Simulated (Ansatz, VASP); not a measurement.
TiAl3 in VASP and in Ansatz

```xyz
4
Lattice="-1.8965 1.8965 4.2519 1.8965 -1.8965 4.2519 1.8965 1.8965 -4.2519" Properties=species:S:1:pos:R:3 pbc="T T T"
Ti    0.0000    0.0000    0.0000
Al    0.0000    0.0000    4.2519
Al    0.0000    1.8965    2.1260
Al    1.8965    0.0000    2.1260
```

Alike in both runs: functional PBE; dispersion D3(BJ); k mesh 9 × 9 × 9; no spin polarisation.

Ansatz relaxed the structure, and its values are those at the end. VASP's run is a single point on that final structure, the one shown.

```csv
,VASP,Ansatz
version,VASP 6.6.1,Ansatz 0.2.0
potentials or method,"VASP PAW PBE potentials, release 64 (Ti_sv, Al)","plane waves, PAW"
plane-wave cutoff (eV),500,420
occupations,"methfessel-paxton of order 1, width 0.1 eV","cold, width 0.1 eV"
valence electrons in the cell,21,21
```

```tsv
	VASP	Ansatz	Ansatz less VASP
pressure (GPa)	-0.1	0.0	+0.04
```
